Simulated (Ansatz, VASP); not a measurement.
## Two plane-wave programs on HfSnSe4

The input INCAR:

```
SYSTEM = HfSnSe4
PREC = Accurate
ENCUT = 520
EDIFF = 1E-6
ISMEAR = 0
SIGMA = 0.1
LREAL = .False.
LASPH = .True.
NELM = 60
ALGO = Normal
ISIF = 2
LWAVE = .False.
LCHARG = .True.
GGA = PE
LELF = .True.
LVHAR = .True.
NBANDS = 33
```

The input KPOINTS:

```
regular mesh
0
Gamma
  6 6 2
  0 0 0
```

File POSCAR:

```
HfSnSe4
1.0
    3.8207074000      0.0000000000      0.0000000000
   -1.9103537000      3.3088296000      0.0000000000
    0.0000000000      0.0000000000     14.1091997000
Hf Sn Se
1 1 4
Direct
    0.0000000000      0.0000000000      0.5000000000
    0.0000000000      0.0000000000      0.0000000000
    0.6666667000      0.3333333000      0.8858020000
    0.6666667000      0.3333333000      0.3897630000
    0.3333333000      0.6666667000      0.6102370000
    0.3333333000      0.6666667000      0.1141980000
```

Input for Ansatz:

```yaml
crystal:
  lattice:
    - [3.8207074, 0.0, 0.0]
    - [-1.9103537, 3.3088296, 0.0]
    - [0.0, 0.0, 14.1091997]
  atoms:
    - { symbol: Hf, position: [0.0, 0.0, 0.5] }
    - { symbol: Sn, position: [0.0, 0.0, 0.0] }
    - { symbol: Se, position: [0.6666667, 0.3333333, 0.885802] }
    - { symbol: Se, position: [0.6666667, 0.3333333, 0.389763] }
    - { symbol: Se, position: [0.3333333, 0.6666667, 0.610237] }
    - { symbol: Se, position: [0.3333333, 0.6666667, 0.114198] }
basis:
  ecutwfc: 420
kpoints:
  mp_grid: { grid: [6, 6, 2] }
hamiltonian:
  xc: pbe
scf:
  occupations: { method: gaussian, width: 0.1 }
  lower_state_search: "off"
output:
  forces: true
  stress: true
  eigenvalues: true
```

Change from the starting cell: relaxed end of: species swapped into the ZrTiS4 type (P-3m1, No. 164).

Alike in both runs: task single point; functional PBE; k mesh 6 × 6 × 2; occupations gaussian, width 0.1 eV; no spin polarisation.

|  | VASP | Ansatz |
| --- | --- | --- |
| version | VASP 6.6.1 | Ansatz 0.2.0 |
| potentials or method | VASP PAW PBE potentials, release 64 (Hf_pv, Sn_d, Se), cutoff 520 eV | scalar-relativistic, plane waves, PAW |
| valence electrons in the cell | 48 | 104 |

|  | VASP | Ansatz | Ansatz less VASP |
| --- | --- | --- | --- |
| gap on the k mesh at the Fermi level (eV) | 0.47 | 0.46 | -0.008 |
| least direct gap on the mesh (eV) | 1.06 | 1.06 | +0.003 |
| pressure (GPa) | 0.0 | 0.1 | +0.11 |
| traceless stress, the component that is largest in VASP (GPa) | -0.13 | -0.15 | -0.017 |
| rms of the force components (eV/Å) | 0.020 | 0.006 | -0.0139 |

Atom by atom the forces differ by 0.016 eV/Å (rms over components). VASP's potentials hold 48 valence electrons a cell and Ansatz's 104, so a difference there can come from the potentials and not from the codes.

Spin-orbit coupling is off throughout.
